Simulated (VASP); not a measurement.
Input of a VASP 6.6.1 run:

File INCAR:

```
SYSTEM = Y2W
ALGO     = Fast           ! electronic algorithm
EDIFF    = 1E-6           ! SCF threshold, eV
ENCUT    = 520            ! plane-wave cutoff, eV
GGA      = PE             ! functional
ISIF     = 2              ! what is computed and relaxed
ISMEAR   = 0              ! smearing method
LASPH    = .TRUE.         ! aspherical terms in the spheres
LCHARG   = .FALSE.        ! write CHGCAR
LREAL    = .FALSE.        ! projectors in reciprocal space
LWAVE    = .FALSE.        ! write WAVECAR
NBANDS   = 45             ! bands
NELM     = 100            ! most SCF steps
PREC     = Accurate       ! precision mode
SIGMA    = 0.1            ! smearing width, eV
```

The input KPOINTS:

```
k-points
0
G
  4 4 4
  0 0 0
```

The input POSCAR:

```
Y2W
1.0
    5.9522050606      0.0000000000      0.0000000000
    0.0000000000      6.1334420737      0.0000000000
    0.0000000000      0.0000000000      4.0062918677
Y W
4 2
Direct
    0.2250000000      0.8250000000      0.5000000000
    0.7250000000      0.6750000000      0.0000000000
    0.7750000000      0.1750000000      0.5000000000
    0.2750000000      0.3250000000      0.0000000000
    0.5000000000      0.5000000000      0.5000000000
    0.0000000000      0.0000000000      0.0000000000
```

Potentials or basis: VASP PAW PBE potentials, release 64 (Y_sv, W_sv).

The run is started by

```sh
$ cat potpaw_PBE.64/Y_sv/POTCAR potpaw_PBE.64/W_sv/POTCAR > POTCAR
$ mpirun -np 1 vasp_std > vasp.out
```

What does it give for the pressure?

19.7 GPa.

Predict the band gap on the k mesh.

zero (bands 36 and 37 overlap by 0.62 eV).

Predict the largest force.

0.625 eV/Å.

Stress tensor (GPa, compression positive):
```
19.38  0.00  0.00
 0.00 17.62  0.00
 0.00  0.00 22.20
```

Caveat: the k points lie up to 0.39 Å⁻¹ apart, too coarse for converged energies and pressures of a metal; spin-orbit coupling is left out, which moves the levels of the heavy elements.
